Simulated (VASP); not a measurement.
# Hg (I4/mmm) in VASP: a series of runs

Hg is run at these levels: PBEsol; tasks: single point.

Program: VASP 6.6.1. These are calculated values, not measurements. Logs are shortened: lines on timing, memory, paths and dates and some standing lists are left out, and cuts for length are marked.

### 1 The cell of the first run

Symmetry: I4/mmm, No. 139, tetragonal system. Conventional cell: a = 4.015 Å, b = 4.015 Å, c = 3.496 Å, α = 90.00°, β = 90.00°, γ = 90.00°. Hg (site symmetry 4/mmm) has 14 Hg at 3.33 to 4.02 Å within 4.4 Å.

### 2 Single point, PBEsol (strain -0.030 along x and y, -0.030 along z)

The input, INCAR:

```
PREC = Accurate
ENCUT = 520
EDIFF = 1E-6
ISMEAR = 0
SIGMA = 0.15
LREAL = False
LASPH = True
NELM = 100
ALGO = Fast
ISIF = 2
LWAVE = False
LCHARG = True
GGA = PS
LELF = True
LVHAR = True
NBANDS = 12
```

The input, KPOINTS:

```
regular mesh
0
Gamma
  18 18 18
```

The input, POSCAR:

```
Hg
1.0
   -2.0076041500      2.0076041500      1.7481902600
    2.0076041500     -2.0076041500      1.7481902600
    2.0076041500      2.0076041500     -1.7481902600
Hg
1
Direct
    0.0000000000      0.0000000000      0.0000000000
```

Potentials or basis: VASP PAW PBE potentials, release 64 (Hg).

Launch:

```
> cat potpaw_PBE.64/Hg/POTCAR > POTCAR
> mpirun -np 1 vasp_std > vasp.out
```

OUTCAR:

```text
PREC = Accurate
   ENCUT = 520
   EDIFF = 1E-6
   ISMEAR = 0
   LREAL = False
   LASPH = True
   NELM = 100
   ISIF = 2
   GGA = PS

 ion  position               nearest neighbor table
   1  0.000  0.000  0.000-

  LATTYP: Found a body centered tetragonal cell.
 ALAT       =     4.0152083000
 C/A-ratio  =     0.8707843426

  Lattice vectors:

 A1 = (  -2.0076041500,   2.0076041500,   1.7481902600)
 A2 = (   2.0076041500,  -2.0076041500,   1.7481902600)
 A3 = (   2.0076041500,   2.0076041500,  -1.7481902600)

Analysis of symmetry for initial positions (statically):
=====================================================================
 Subroutine PRICEL returns:
 Original cell was already a primitive cell.

 Routine SETGRP: Setting up the symmetry group for a
 body centered tetragonal supercell.

 Subroutine GETGRP returns: Found 16 space group operations
 (whereof 16 operations were pure point group operations)
 out of a pool of 16 trial point group operations.

The static configuration has the point symmetry D_4h.

Analysis of symmetry for dynamics (positions and initial velocities):
=====================================================================
 Subroutine PRICEL returns:
 Original cell was already a primitive cell.

 Routine SETGRP: Setting up the symmetry group for a
 body centered tetragonal supercell.

 Subroutine GETGRP returns: Found 16 space group operations
 (whereof 16 operations were pure point group operations)
 out of a pool of 16 trial point group operations.

The dynamic configuration has the point symmetry D_4h.

 Subroutine INISYM returns: Found 16 space group operations
 (whereof 16 operations are pure point group operations),
 and found     1 'primitive' translations

----------------------------------------------------------------------------------------

                                     Primitive cell

  volume of cell :      28.1841

  direct lattice vectors                    reciprocal lattice vectors
    -2.007604150  2.007604150  1.748190260     0.000000000  0.249053082  0.286010059
     2.007604150 -2.007604150  1.748190260     0.249053082  0.000000000  0.286010059
     2.007604150  2.007604150 -1.748190260     0.249053082  0.249053082  0.000000000

  length of vectors
     3.334234250  3.334234250  3.334234250     0.379248192  0.379248192  0.352214246

  position of ions in fractional coordinates (direct lattice)
     0.000000000  0.000000000  0.000000000
[... 78 lines left out ...]
   EDIFFG = 0.1E-04   stopping-criterion for IOM
   NSW    =      0    number of steps for IOM
   IBRION =     -1    ionic relax: 0-MD 1-quasi-New 2-CG
   NFREE  =      0    steps in history (QN), initial steepest desc. (CG)
   ISIF   =      2    stress and relaxation
   ISYM   =      2    0-nonsym 1-usesym 2-fastsym
   POTIM  = 0.5000    time-step for ionic-motion
   TEBEG  =    0.0;   TEEND  =   0.0 temperature during run
   PSTRESS=    0.0 pullay stress
   NELECT =      12.0000    total number of electrons
   NUPDOWN=      -1.0000    fix difference up-down
   EMIN   =  10.00;   EMAX   =-10.00  energy-range for DOS
   EFERMI =   0.00;   METHOD = LEGACY
   ISMEAR =     0;   SIGMA  =   0.15  broadening in eV -4-tet -1-fermi 0-gaus
   EFERMI_NEDOS =   21; number of points for ismear=-14 and -15
   IALGO  =     68    algorithm
   IMIX   =      4    mixing-type and parameters
     AMIX     =   0.40;   BMIX     =  1.00
     AMIX_MAG =   1.60;   BMIX_MAG =  1.00
  volume/ion in A,a.u.               =      28.18       190.20
  Fermi-wavevector in a.u.,A,eV,Ry     =   1.231592  2.327372 20.637583  1.516820
  Thomas-Fermi vector in A             =   2.366396
   LORBIT       =      0    0 simple, 1 ext, 2 COOP (PROOUT), +10 PAW based schemes
   GGA     = PS    functional components
   LHFCALC =     F    Hartree Fock is set to
   AEXX    =    0.0000 exact exchange contribution
   IVDW    =     0    specifies the selected vdW correction
   LEPSILON=     F    determine dielectric tensor
   LRPA    =     F    only Hartree local field effects (RPA)
 non-spin polarized calculation
 RMM-DIIS sequential band-by-band and
 Gauss-broadening in eV      SIGMA  =   0.15
  energy-cutoff  :      520.00
  volume of cell :       28.18
 maximum number of plane-waves:       775
 NGX is ok and might be reduce to    28
   NGX = 13   NGY = 13   NGZ = 13

 number of electron      11.9999999 magnetization

 Free energy of the ion-electron system (eV)
  ---------------------------------------------------
  ext. energy  EPLUGINS =         0.00000000
  ---------------------------------------------------
  free energy    TOTEN  =        -0.50924173 eV

  energy without entropy =       -0.50690991  energy(sigma->0) =       -0.50807582

 E-fermi :   1.1518     XC(G=0): -10.0937

 val. band max:        1.1486611639   @ k =  -0.3333   0.5000   0.3333
 cond. band min:       1.1546369324   @ k =   0.4444   0.0556  -0.0000
 fundamental gap:      0.0059757685
 Fermi energy:         1.1518241619

 k-point     1 :       0.0000    0.0000    0.0000
  band No.  band energies     occupation
      1      -6.4828      2.00000
      2      -5.4387      2.00000
      3      -5.1280      2.00000
      4      -5.1280      2.00000
      5      -4.8638      2.00000
      6      -4.5207      2.00000
      7      13.6992      0.00000
      8      13.6992      0.00000
      9      16.5583      0.00000
     10      16.5583      0.00000
     11      16.5679      0.00000
     12      17.2161      0.00000
[... 331 lines left out ...]
 k-point    24 :      -0.2222    0.0556    0.0000
  band No.  band energies     occupation
      1      -5.7047      2.00000
      2      -5.4232      2.00000
      3      -5.0780      2.00000
      4      -4.8729      2.00000
      5      -4.7506      2.00000
      6      -4.5943      2.00000
      7      10.0059      0.00000
      8      11.3440      0.00000
      9      12.5804      0.00000
     10      14.7896      0.00000
     11      16.3764      0.00000
     12      17.9337      0.00000

 [... further k-points ...]
[... 5 lines left out ...]
  --------------------------------------------------------------------------------------
  -------------------------------------------------------------------------------------
  Total       -0.5201752     -0.5201752     -0.4602222      0.0000000      0.0000000      0.0000000
  in kB      -29.5702751    -29.5702751    -26.1621413      0.0000000      0.0000000      0.0000000
  external PRESSURE =     -28.4342305 kB  Pullay stress =       0.0000000 kB

 VOLUME and BASIS-vectors are now :
 -----------------------------------------------------------------------------
  energy-cutoff  :      520.00
  volume of cell :       28.18
      direct lattice vectors                 reciprocal lattice vectors
    -2.007604150  2.007604150  1.748190260     0.000000000  0.249053082  0.286010059
     2.007604150 -2.007604150  1.748190260     0.249053082  0.000000000  0.286010059
     2.007604150  2.007604150 -1.748190260     0.249053082  0.249053082  0.000000000

 POSITION                                       TOTAL-FORCE (eV/Angst)
 -----------------------------------------------------------------------------------
      0.00000      0.00000      0.00000         0.000000      0.000000      0.000000
 -----------------------------------------------------------------------------------
    total drift:                               -0.000000     -0.000000     -0.000000

  FREE ENERGIE OF THE ION-ELECTRON SYSTEM (eV)
  ---------------------------------------------------
  free  energy   TOTEN  =        -0.5092417319 eV

  energy  without entropy=       -0.5069099071  energy(sigma->0) =       -0.50807582
```

OSZICAR:

```text
N       E                     dE             d eps       ncg     rms          rms(c)
DAV:   1     0.719476679598E+02    0.71948E+02   -0.64207E+03 12096   0.938E+02
DAV:   2     0.782090274902E+00   -0.71166E+02   -0.66511E+02 12708   0.220E+02
DAV:   3    -0.537518315761E+00   -0.13196E+01   -0.13188E+01 13548   0.333E+01
DAV:   4    -0.538807711494E+00   -0.12894E-02   -0.12894E-02 12760   0.111E+00
DAV:   5    -0.538809666250E+00   -0.19548E-05   -0.19547E-05 13324   0.412E-02    0.199E+00
RMM:   6    -0.511247257590E+00    0.27562E-01   -0.48207E-02 11581   0.208E+00    0.167E+00
RMM:   7    -0.509341680567E+00    0.19056E-02   -0.49073E-03 12054   0.540E-01    0.898E-01
RMM:   8    -0.509225352232E+00    0.11633E-03   -0.67475E-04 12375   0.366E-01    0.475E-02
RMM:   9    -0.509237900802E+00   -0.12549E-04   -0.59729E-05 13113   0.741E-02    0.208E-02
RMM:  10    -0.509242039602E+00   -0.41388E-05   -0.17112E-05 12385   0.550E-02    0.797E-03
RMM:  11    -0.509241731932E+00    0.30767E-06   -0.16622E-06  8884   0.125E-02
   1 F= -.50924173E+00 E0= -.50807582E+00  d E =-.233182E-02
```

stdout:

```text
POSCAR found type information on POSCAR Hg
 POSCAR found :  1 types and       1 ions
 scaLAPACK will be used
 -----------------------------------------------------------------------------
|                                                                             |
|                                                                             |
|     You enforced a specific xc type in the INCAR file but a different       |
|     I HOPE YOU KNOW WHAT YOU ARE DOING!                                     |
|                                                                             |
 -----------------------------------------------------------------------------

 LDA part: xc-table for (Slater+PW92), standard interpolation
 POSCAR, INCAR and KPOINTS ok, starting setup
 FFT: planning ... GRIDC
 FFT: planning ... GRID_SOFT
 FFT: planning ... GRID
 WAVECAR not read
 entering main loop
```

Wall time 2.1 min (1 thread of Intel Xeon 6975P-C, shared host); peak memory 0.28 GiB.

What came out:

* Free energy: -0.5092 eV
* Pressure: -2.8 GPa
* Band gap on the k mesh: zero (band 6 reaches 2.88 eV, above the bottom of band 7 at 0.24 eV)

Stress tensor (GPa, compression positive):
```
-2.96  0.00  0.00
 0.00 -2.96  0.00
 0.00  0.00 -2.62
```

Levels at points of the mesh, in eV from the Fermi level:
```
           k point  band 4  band 5  band 6  band 7  band 8  band 9
(0.00, 0.00, 0.00)   -6.28   -6.02   -5.67   12.55   12.55   15.41
(0.50, 0.00, 0.00)   -5.55   -5.35   -1.15   -0.43    8.07    8.92
(0.50, 0.50, 0.00)   -5.85   -5.37   -2.03   -0.91   10.25   11.35
(0.50, 0.50, 0.50)   -5.47   -5.38    1.72    2.97    2.97    5.96
```

Caveat: the cell differs from its parent crystal (strain -0.030 along x and y, -0.030 along z); the PAW data sets were made with another functional, which shifts forces and pressure a little; spin-orbit coupling is left out, which moves the levels of the heavy elements.

### 3 Single point, PBEsol (strain -0.030 along x and y, -0.015 along z)

The input, INCAR:

```
PREC = Accurate
ENCUT = 520
EDIFF = 1E-6
ISMEAR = 0
SIGMA = 0.15
LREAL = False
LASPH = True
NELM = 80
ALGO = Fast
ISIF = 2
LWAVE = False
LCHARG = False
GGA = PS
NBANDS = 12
```

The input, KPOINTS:

```
Automatic mesh
0
Gamma
  18 18 18
```

The input, POSCAR:

```
Hg
1.0
   -2.0076041500      2.0076041500      1.7752241300
    2.0076041500     -2.0076041500      1.7752241300
    2.0076041500      2.0076041500     -1.7752241300
Hg
1
Direct
    0.0000000000      0.0000000000      0.0000000000
```

Potentials or basis: VASP PAW PBE potentials, release 64 (Hg).

Launch:

```
> cat potpaw_PBE.64/Hg/POTCAR > POTCAR
> mpirun -np 1 vasp_std > vasp.out
```

It took 2 min on 1 thread of Intel Xeon 6975P-C, shared host; peak memory 0.29 GiB.

Results (log left out):

```
Free energy            : -0.5020 eV
Pressure               : -3.0 GPa
Band gap on the k mesh : zero (band 6 reaches 2.76 eV, above the bottom of band 7 at 0.23 eV)
```

Stress tensor (GPa, compression positive):
```
-3.02  0.00  0.00
 0.00 -3.02  0.00
 0.00  0.00 -2.84
```

Levels at points of the mesh, in eV from the Fermi level:
| k point | band 2 | band 3 | band 4 | band 5 | band 6 | band 7 | band 8 | band 9 | band 10 | band 11 |
| --- | --- | --- | --- | --- | --- | --- | --- | --- | --- | --- |
| (0.00, 0.00, 0.00) | -6.55 | -6.29 | -6.29 | -5.98 | -5.69 | 12.60 | 12.60 | 15.01 | 15.15 | 15.15 |
| (0.50, 0.00, 0.00) | -6.78 | -5.86 | -5.59 | -5.36 | -1.25 | -0.42 | 8.02 | 8.92 | 12.27 | 13.49 |
| (0.50, 0.50, 0.00) | -6.50 | -6.05 | -5.84 | -5.39 | -2.01 | -0.85 | 9.92 | 11.06 | 14.67 | 15.24 |
| (0.50, 0.50, 0.50) | -6.84 | -5.48 | -5.48 | -5.40 | 1.69 | 3.04 | 3.04 | 5.65 | 8.44 | 10.44 |

Caveat: the cell differs from its parent crystal (strain -0.030 along x and y, -0.015 along z); the PAW data sets were made with another functional, which shifts forces and pressure a little; spin-orbit coupling is left out, which moves the levels of the heavy elements.
